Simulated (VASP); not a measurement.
# Al2Cu in VASP: a series of runs

Runs on Al2Cu. Level: PBEsol. Tasks: single point.

Program: VASP 6.6.1. These are calculated values, not measurements. Logs are shortened: lines on timing, memory, paths and dates and some standing lists are left out, and cuts for length are marked.

### 1 The cell of the first run

It takes space group Immm (No. 71, orthorhombic). Conventional cell: a = 3.968 Å, b = 4.072 Å, c = 5.743 Å, α = 90.00°, β = 90.00°, γ = 90.00°. Al (site symmetry mm2) has 4 Cu at 2.46 to 2.48 Å and 6 Al at 2.84 to 2.90 Å within 3.2 Å. Within 3.2 Å of Cu (site symmetry mmm) lie 8 Al at 2.46 to 2.48 Å.

### 2 Single point, PBEsol (uniaxial strain along a: -2.0 %, then relaxed in part)

INCAR

```
SYSTEM = Al2Cu
PREC = Accurate
ENCUT = 520
EDIFF = 1E-6
ISMEAR = 0
SIGMA = 0.1
LREAL = .FALSE.
LASPH = .TRUE.
NELM = 80
ALGO = Fast
ISIF = 2
LWAVE = .FALSE.
LCHARG = .TRUE.
GGA = PS
LELF = .TRUE.
LVHAR = .TRUE.
NBANDS = 26
```

KPOINTS

```
regular mesh
0
G
  10 10 6
  0 0 0
```

POSCAR

```
Al2Cu
1.0
    2.8059152413      2.8059152413      0.0000000000
   -2.8791320042      2.8791320042      0.0000000000
    0.0000000000      0.0000000000      5.7425149278
Al Cu
4 2
Direct
    0.5000000000      0.0000000000      0.2470998463
    0.0000000000      0.5000000000      0.2529001537
    0.0000000000      0.5000000000      0.7470998463
    0.5000000000      0.0000000000      0.7529001537
    0.0000000000      0.0000000000      0.5000000000
    0.5000000000      0.5000000000      0.0000000000
```

Potentials or basis: VASP PAW PBE potentials, release 64 (Al, Cu).

Command:

```
$ cat potpaw_PBE.64/Al/POTCAR potpaw_PBE.64/Cu/POTCAR > POTCAR
$ mpirun -np 1 vasp_std > vasp.out
```

OUTCAR:

```text
SYSTEM = Al2Cu
   PREC = Accurate
   ENCUT = 520
   EDIFF = 1E-6
   ISMEAR = 0
   LREAL = .FALSE.
   LASPH = .TRUE.
   NELM = 80
   ISIF = 2
   GGA = PS

 ion  position               nearest neighbor table
   1  0.500  0.000  0.247-   5 2.46   5 2.46   6 2.48   6 2.48   4 2.84   2 2.84   2 2.84   2 2.84
                             2 2.84   4 2.90
   2  0.000  0.500  0.253-   6 2.46   6 2.46   5 2.48   5 2.48   3 2.84   1 2.84   1 2.84   1 2.84
                             1 2.84   3 2.90
   3  0.000  0.500  0.747-   6 2.46   6 2.46   5 2.48   5 2.48   2 2.84   4 2.84   4 2.84   4 2.84
                             4 2.84   2 2.90
   4  0.500  0.000  0.753-   5 2.46   5 2.46   6 2.48   6 2.48   1 2.84   3 2.84   3 2.84   3 2.84
                             3 2.84   1 2.90
   5  0.000  0.000  0.500-   1 2.46   4 2.46   1 2.46   4 2.46   2 2.48   3 2.48   3 2.48   2 2.48

   6  0.500  0.500  0.000-   2 2.46   3 2.46   2 2.46   3 2.46   1 2.48   4 2.48   1 2.48   4 2.48

  LATTYP: Found a simple orthorhombic cell.
 ALAT       =     3.9681633891
 B/A-ratio  =     1.0260937187
 C/A-ratio  =     1.4471467943

  Lattice vectors:

 A1 = (   2.8059152413,   2.8059152413,   0.0000000000)
 A2 = (  -2.8791320042,   2.8791320042,   0.0000000000)
 A3 = (   0.0000000000,   0.0000000000,   5.7425149278)

Analysis of symmetry for initial positions (statically):
=====================================================================
 Subroutine PRICEL returns following result:

  LATTYP: Found a body centered orthorhombic cell.
 ALAT       =     3.9681633891
 B/A-ratio  =     1.0260937187
 C/A-ratio  =     1.4471467943

  Lattice vectors:

 A1 = (   0.0366083814,  -2.8425236227,  -2.8712574639)
 A2 = (  -0.0366083814,   2.8425236227,  -2.8712574639)
 A3 = (   2.8425236228,  -0.0366083815,   2.8712574639)

   2 primitive cells build up your supercell.

 Routine SETGRP: Setting up the symmetry group for a
 simple orthorhombic supercell.

 Subroutine GETGRP returns: Found  8 space group operations
 (whereof  8 operations were pure point group operations)
 out of a pool of  8 trial point group operations.

The static configuration has the point symmetry D_2h.

Analysis of symmetry for dynamics (positions and initial velocities):
=====================================================================
 Subroutine PRICEL returns following result:

  LATTYP: Found a body centered orthorhombic cell.
 ALAT       =     3.9681633891
 B/A-ratio  =     1.0260937187
 C/A-ratio  =     1.4471467943

  Lattice vectors:

 A1 = (   0.0366083814,  -2.8425236227,  -2.8712574639)
 A2 = (  -0.0366083814,   2.8425236227,  -2.8712574639)
 A3 = (   2.8425236228,  -0.0366083815,   2.8712574639)

   2 primitive cells build up your supercell.

 Routine SETGRP: Setting up the symmetry group for a
 simple orthorhombic supercell.

 Subroutine GETGRP returns: Found  8 space group operations
 (whereof  8 operations were pure point group operations)
 out of a pool of  8 trial point group operations.

The dynamic configuration has the point symmetry D_2h.

 Subroutine INISYM returns: Found  8 space group operations
 (whereof  8 operations are pure point group operations),
 and found     2 'primitive' translations

----------------------------------------------------------------------------------------

                                     Primitive cell

  volume of cell :      46.3915

  direct lattice vectors                    reciprocal lattice vectors
     0.036608381 -2.842523623 -2.871257464     0.173663451 -0.173663451 -0.174139730
    -0.036608381  2.842523623 -2.871257464     0.178194976  0.178194976 -0.174139730
     2.842523623 -0.036608381  2.871257464     0.351858427  0.004531525  0.000000000

  length of vectors
     4.040470287  4.040470287  4.040470287     0.301069152  0.306319351  0.351887607

  position of ions in fractional coordinates (direct lattice)
     0.752900154  0.252900154  0.500000000
     0.247099846  0.747099846  0.500000000
     0.500000000  0.500000000  0.000000000

  ion indices of the primitive-cell ions
   primitive index   ion index
                 1           1
                 2           4
                 3           6

----------------------------------------------------------------------------------------

 KPOINTS: regular mesh

Automatic generation of k-mesh.
 Grid dimensions read from file:
 generate k-points for:   10   10    6

 Generating k-lattice:

  Cartesian coordinates                     Fractional coordinates (reciprocal lattice)
     0.017819498  0.017819498  0.000000000     0.100000000  0.000000000  0.000000000
    -0.017366345  0.017366345  0.000000000     0.000000000  0.100000000  0.000000000
     0.000000000  0.000000000  0.029023288     0.000000000  0.000000000  0.166666667

  Length of vectors
     0.025200575  0.024559721  0.029023288

  Shift w.r.t. Gamma in fractional coordinates (k-lattice)
     0.000000000  0.000000000  0.000000000

 Subroutine IBZKPT returns following result:
 ===========================================

 Found    144 irreducible k-points:

 Following reciprocal coordinates:
            Coordinates               Weight
  0.000000  0.000000  0.000000      1.000000
  0.100000  0.000000  0.000000      2.000000
  0.200000  0.000000  0.000000      2.000000
  0.300000  0.000000  0.000000      2.000000
  0.400000  0.000000  0.000000      2.000000
  0.500000  0.000000  0.000000      1.000000
[... 16 lines left out ...]
  0.400000  0.300000  0.000000      4.000000
  0.500000  0.300000  0.000000      2.000000
 [... further k-points ...]
   k-points           NKPTS =    144   k-points in BZ     NKDIM =    144   number of bands    NBANDS=     26
   number of dos      NEDOS =    301   number of ions     NIONS =      6
   total plane-waves  NPLWV =  43200
   dimension x,y,z NGX =    30 NGY =   30 NGZ =   48
   dimension x,y,z NGXF=    60 NGYF=   60 NGZF=   96
   ions per type =               4   2
   NGX,Y,Z   is equivalent  to a cutoff of  12.57, 12.25, 13.90 a.u.
   NGXF,Y,Z  is equivalent  to a cutoff of  25.14, 24.50, 27.79 a.u.
 SYSTEM =  Al2Cu
   PREC   = accura    normal or accurate (medium, high low for compatibility)
   ISTART =      0    job   : 0-new  1-cont  2-samecut
   ICHARG =      2    charge: 1-file 2-atom 10-const
[... 22 lines left out ...]
   EFERMI_NEDOS =   21; number of points for ismear=-14 and -15
   IALGO  =     68    algorithm
   IMIX   =      4    mixing-type and parameters
     AMIX     =   0.40;   BMIX     =  1.00
     AMIX_MAG =   1.60;   BMIX_MAG =  1.00
  volume/ion in A,a.u.               =      15.46       104.36
  Fermi-wavevector in a.u.,A,eV,Ry     =   1.171507  2.213828 18.673040  1.372430
  Thomas-Fermi vector in A             =   2.307950
   LORBIT       =      0    0 simple, 1 ext, 2 COOP (PROOUT), +10 PAW based schemes
   GGA     = PS    functional components
   LHFCALC =     F    Hartree Fock is set to
   AEXX    =    0.0000 exact exchange contribution
   IVDW    =     0    specifies the selected vdW correction
   LEPSILON=     F    determine dielectric tensor
   LRPA    =     F    only Hartree local field effects (RPA)
 non-spin polarized calculation
 RMM-DIIS sequential band-by-band and
 Gauss-broadening in eV      SIGMA  =   0.10
  energy-cutoff  :      520.00
  volume of cell :       92.78
 maximum number of plane-waves:      2534
 NGX is ok and might be reduce to    30

 number of electron      33.9999998 magnetization

 Free energy of the ion-electron system (eV)
  ---------------------------------------------------
  ext. energy  EPLUGINS =         0.00000000
  ---------------------------------------------------
  free energy    TOTEN  =       -26.01491106 eV

  energy without entropy =      -26.00746726  energy(sigma->0) =      -26.01118916

 E-fermi :   7.2641     XC(G=0): -10.6847

 val. band max:        7.2548261450   @ k =   0.2000   0.3000   0.1667
 cond. band min:       7.2708655046   @ k =   0.3000   0.2000   0.1667
 fundamental gap:      0.0160393596
 Fermi energy:         7.2641156125

 k-point     1 :       0.0000    0.0000    0.0000
  band No.  band energies     occupation
      1      -3.1563      2.00000
      2       0.9314      2.00000
      3       1.2461      2.00000
      4       2.0039      2.00000
      5       2.5311      2.00000
      6       2.5529      2.00000
[... 18 lines left out ...]
     25      14.0986      0.00000
     26      14.4163      0.00000

 k-point     2 :       0.1000    0.0000    0.0000
  band No.  band energies     occupation
      1      -3.0622      2.00000
      2       0.9880      2.00000
      3       1.3223      2.00000
      4       1.9753      2.00000
      5       2.5228      2.00000
      6       2.5472      2.00000
[... 18 lines left out ...]
     25      13.2347      0.00000
     26      13.5112      0.00000

 k-point     3 :       0.2000    0.0000    0.0000
  band No.  band energies     occupation
      1      -2.7813      2.00000
      2       1.1482      2.00000
      3       1.4543      2.00000
      4       1.8582      2.00000
      5       2.4357      2.00000
      6       2.5931      2.00000
[... 18 lines left out ...]
     25      12.6359      0.00000
     26      14.0480      0.00000

 k-point     4 :       0.3000    0.0000    0.0000
  band No.  band energies     occupation
      1      -2.3179      2.00000
      2       0.9447      2.00000
      3       1.3832      2.00000
      4       2.0538      2.00000
      5       2.2994      2.00000
      6       2.6335      2.00000
[... 18 lines left out ...]
     25      13.1094      0.00000
     26      13.2448      0.00000

 k-point     5 :       0.4000    0.0000    0.0000
  band No.  band energies     occupation
      1      -1.6808      2.00000
      2       0.0255      2.00000
      3       1.6485      2.00000
      4       2.1204      2.00000
      5       2.3784      2.00000
      6       2.6245      2.00000
[... 18 lines left out ...]
     25      13.1933      0.00000
     26      14.4052      0.00000

 k-point     6 :       0.5000    0.0000    0.0000
  band No.  band energies     occupation
      1      -0.8868      2.00000
      2      -0.8868      2.00000
      3       1.9017      2.00000
      4       1.9017      2.00000
      5       2.5530      2.00000
      6       2.5530      2.00000
[... 427 lines left out ...]
 k-point    21 :       0.2000    0.3000    0.0000
  band No.  band energies     occupation
      1      -1.9863      2.00000
      2       1.1351      2.00000
      3       1.5143      2.00000
      4       2.2337      2.00000
      5       2.2365      2.00000
      6       2.4325      2.00000
[... 18 lines left out ...]
     25      14.2278      0.00000
     26      14.6512      0.00000

 k-point    22 :       0.3000    0.3000    0.0000
  band No.  band energies     occupation
      1      -1.5268      2.00000
      2       1.4218      2.00000
      3       1.6583      2.00000
      4       1.8535      2.00000
      5       2.1659      2.00000
      6       2.5237      2.00000
[... 18 lines left out ...]
     25      15.3636      0.00000
     26      15.4920      0.00000

 k-point    23 :       0.4000    0.3000    0.0000
  band No.  band energies     occupation
      1      -0.8963      2.00000
      2       0.7685      2.00000
      3       1.8095      2.00000
      4       2.0494      2.00000
      5       2.0680      2.00000
      6       2.6551      2.00000
[... 18 lines left out ...]
     25      15.9368      0.00000
     26      15.9796      0.00000

 k-point    24 :       0.5000    0.3000    0.0000
  band No.  band energies     occupation
      1      -0.1148      2.00000
      2      -0.1148      2.00000
      3       1.9482      2.00000
      4       1.9482      2.00000
      5       2.4065      2.00000
      6       2.4065      2.00000
[... 18 lines left out ...]
     25      16.7460      0.00000
     26      16.7715      0.00000

 [... further k-points ...]
[... 5 lines left out ...]
  --------------------------------------------------------------------------------------
  -------------------------------------------------------------------------------------
  Total        1.4315898      1.4315898      0.3144013      1.1217695      0.0000000      0.0000000
  in kB       24.7207091     24.7207091      5.4290845     19.3707289      0.0000000      0.0000000
  external PRESSURE =      18.2901675 kB  Pullay stress =       0.0000000 kB

 VOLUME and BASIS-vectors are now :
 -----------------------------------------------------------------------------
  energy-cutoff  :      520.00
  volume of cell :       92.78
      direct lattice vectors                 reciprocal lattice vectors
     2.805915241  2.805915241  0.000000000     0.178194976  0.178194976  0.000000000
    -2.879132004  2.879132004  0.000000000    -0.173663451  0.173663451  0.000000000
     0.000000000  0.000000000  5.742514928     0.000000000  0.000000000  0.174139730

 POSITION                                       TOTAL-FORCE (eV/Angst)
 -----------------------------------------------------------------------------------
      1.40296      1.40296      1.41897         0.000000      0.000000     -0.001412
     -1.43957      1.43957      1.45228         0.000000      0.000000      0.001412
     -1.43957      1.43957      4.29023         0.000000      0.000000     -0.001412
      1.40296      1.40296      4.32354         0.000000      0.000000      0.001412
      0.00000      0.00000      2.87126         0.000000      0.000000      0.000000
     -0.03661      2.84252      0.00000        -0.000000     -0.000000      0.000000
 -----------------------------------------------------------------------------------
    total drift:                               -0.000000      0.000000     -0.000000

  FREE ENERGIE OF THE ION-ELECTRON SYSTEM (eV)
  ---------------------------------------------------
  free  energy   TOTEN  =       -26.0149110610 eV

  energy  without entropy=      -26.0074672612  energy(sigma->0) =      -26.01118916
```

Wall time 2.9 min (1 thread of Intel Xeon 6975P-C (Granite Rapids), shared host); peak memory 0.4 GiB.

Results:

- Free energy: -26.0149 eV
- Pressure: 1.8 GPa
- Band gap on the k mesh: zero (band 17 reaches 8.92 eV, above the bottom of band 18 at 4.71 eV)

Stress tensor (GPa, compression positive):
```
2.47 1.94 0.00
1.94 2.47 0.00
0.00 0.00 0.54
```

Caveat: the cell differs from its parent crystal (uniaxial strain along a: -2.0 %, then relaxed in part); the PAW data sets were made with another functional, which shifts forces and pressure a little.

### 3 Single point, PBEsol

This run uses another cell than the first one: it holds 3 atoms, not 6.

INCAR

```
  ALGO = Fast
  EDIFF = 1E-7
  ENCUT = 520
  GGA = PS
  ISIF = 2
  ISMEAR = 0
  LASPH = T
  LCHARG = F
  LREAL = F
  LWAVE = F
  NBANDS = 16
  NELM = 60
  PREC = Accurate
  SIGMA = 0.15
```

KPOINTS

```
k-points
0
Gamma
  16 16 16
```

POSCAR

```
Al2Cu
1.0
   -2.0246315468      2.0246315468      2.8630136658
    2.0246315468     -2.0246315468      2.8630136658
    2.0246315468      2.0246315468     -2.8630136658
Al Cu
2 1
Direct
    0.7500000000      0.2500000000      0.5000000000
    0.2500000000      0.7500000000      0.5000000000
    0.5000000000      0.5000000000      0.0000000000
```

Potentials or basis: VASP PAW PBE potentials, release 64 (Al, Cu).

Command:

```
$ cat potpaw_PBE.64/Al/POTCAR potpaw_PBE.64/Cu/POTCAR > POTCAR
$ mpirun -np 1 vasp_std > vasp.out
```

Wall time 3.2 min (1 thread of AMD EPYC 9R45 (Zen 5), shared host); peak memory 0.34 GiB.

It converged, with:

```yaml
Free_energy: -13.0188 eV
Pressure: 0.2 GPa
```

Levels at points of the mesh, in eV from the Fermi level:
| k point | band 6 | band 7 | band 8 | band 9 | band 10 | band 11 | band 12 | band 13 |
| --- | --- | --- | --- | --- | --- | --- | --- | --- |
| (0.00, 0.00, 0.00) | -4.06 | 2.90 | 2.90 | 2.90 | 2.97 | 2.97 | 2.97 | 4.38 |
| (0.50, 0.00, 0.00) | -4.00 | -4.00 | 0.62 | 0.62 | 2.95 | 2.95 | 3.86 | 4.40 |
| (0.50, 0.50, 0.00) | -3.90 | -3.78 | -2.00 | -2.00 | 0.39 | 1.50 | 9.05 | 10.74 |
| (0.50, 0.50, 0.50) | -3.90 | -3.78 | -2.00 | -2.00 | 0.39 | 1.50 | 9.05 | 10.74 |

Caveat: the PAW data sets were made with another functional, which shifts forces and pressure a little.

### 4 Single point, PBEsol

This run uses another cell than the first one: it holds 12 atoms, not 6.

INCAR

```
SYSTEM = Al2Cu
  PREC = Accurate
  ENCUT = 520
  EDIFF = 1E-6
  ISMEAR = 0
  SIGMA = 0.15
  LREAL = .FALSE.
  LASPH = .TRUE.
  NELM = 60
  ALGO = Fast
  ISIF = 2
  LWAVE = .FALSE.
  LCHARG = .TRUE.
  GGA = PS
  LELF = .TRUE.
  LVHAR = .TRUE.
  NBANDS = 46
```

KPOINTS

```
regular mesh
0
G
  8 8 8
  0 0 0
```

POSCAR

```
Al2Cu
1.0
    0.0000000000      0.0000000000      5.7260273316
   -4.0492630937      4.0492630937      0.0000000000
   -4.0492630937     -4.0492630937      0.0000000000
Al Cu
8 4
Direct
    0.2500000000      0.7500000000      0.2500000000
    0.7500000000      0.2500000000      0.2500000000
    0.2500000000      0.2500000000      0.7500000000
    0.7500000000      0.7500000000      0.7500000000
    0.2500000000      0.2500000000      0.2500000000
    0.7500000000      0.7500000000      0.2500000000
    0.2500000000      0.7500000000      0.7500000000
    0.7500000000      0.2500000000      0.7500000000
    0.0000000000      0.5000000000      0.0000000000
    0.5000000000      0.0000000000      0.0000000000
    0.0000000000      0.0000000000      0.5000000000
    0.5000000000      0.5000000000      0.5000000000
```

Command:

```
$ cat potpaw_PBE.64/Al/POTCAR potpaw_PBE.64/Cu/POTCAR > POTCAR
$ mpirun -np 1 vasp_std > vasp.out
```

Run time: 11 min. Hardware: 1 thread of AMD EPYC 9R45 (Zen 5), shared host; peak memory 0.61 GiB.

The run converged. Its results:

| Property | Result |
| --- | --- |
| Free energy | -52.0963 eV |
| Pressure | 0.0 GPa |
| Band gap on the k mesh | zero (band 34 reaches 7.94 eV, above the bottom of band 35 at 6.23 eV) |

Levels at points of the mesh, in eV from the Fermi level:
| k point | band 30 | band 31 | band 32 | band 33 | band 34 | band 35 | band 36 | band 37 | band 38 | band 39 |
| --- | --- | --- | --- | --- | --- | --- | --- | --- | --- | --- |
| (0.00, 0.00, 0.00) | -2.00 | -2.00 | -2.00 | -2.00 | 0.39 | 0.39 | 0.39 | 1.49 | 1.49 | 1.49 |
| (0.50, 0.00, 0.00) | -2.48 | -0.54 | -0.54 | -0.54 | -0.54 | -0.49 | -0.49 | 1.07 | 1.07 | 2.52 |
| (0.00, 0.50, 0.00) | -2.48 | -0.54 | -0.54 | -0.54 | -0.54 | -0.49 | -0.49 | 1.07 | 1.07 | 2.52 |
| (0.50, 0.50, 0.00) | -2.69 | -2.69 | -2.69 | 0.35 | 0.35 | 0.35 | 0.35 | 2.44 | 2.44 | 2.44 |
| (0.00, 0.50, 0.50) | -2.68 | -2.68 | -2.68 | 0.35 | 0.35 | 0.35 | 0.35 | 2.44 | 2.44 | 2.44 |
| (0.50, 0.50, 0.50) | 0.61 | 0.61 | 0.61 | 0.61 | 0.61 | 0.61 | 0.61 | 2.95 | 2.95 | 2.95 |

Caveat: the PAW data sets were made with another functional, which shifts forces and pressure a little.

### 5 Summary

```csv
cell,k mesh,smearing,further INCAR settings,gap on the mesh (eV),pressure (GPa)
"a = 3.968, b = 4.072, c = 5.743 Å, 6 atoms",10 × 10 × 6,gaussian 0.1 eV,ALGO = Fast; EDIFF = 1e-06; NBANDS = 26,none,1.8
"a = 4.049 Å, angles 120.0, 120.0, 90.0°, 3 atoms",16 × 16 × 16,gaussian 0.15 eV,ALGO = Fast; EDIFF = 1e-07; NBANDS = 16,none,0.2
"a = 5.726 Å, 12 atoms",8 × 8 × 8,gaussian 0.15 eV,ALGO = Fast; EDIFF = 1e-06; NBANDS = 46,none,0.0
```

Alike in all rows: task single point; level PBEsol; potentials or basis VASP PAW PBE potentials, release 64 (Al, Cu); no spin polarisation; cutoff (eV) 520.

Caveats: the PAW data sets were made with another functional, which shifts forces and pressure a little.

Absolute energies hang on the potentials; compare differences alone.
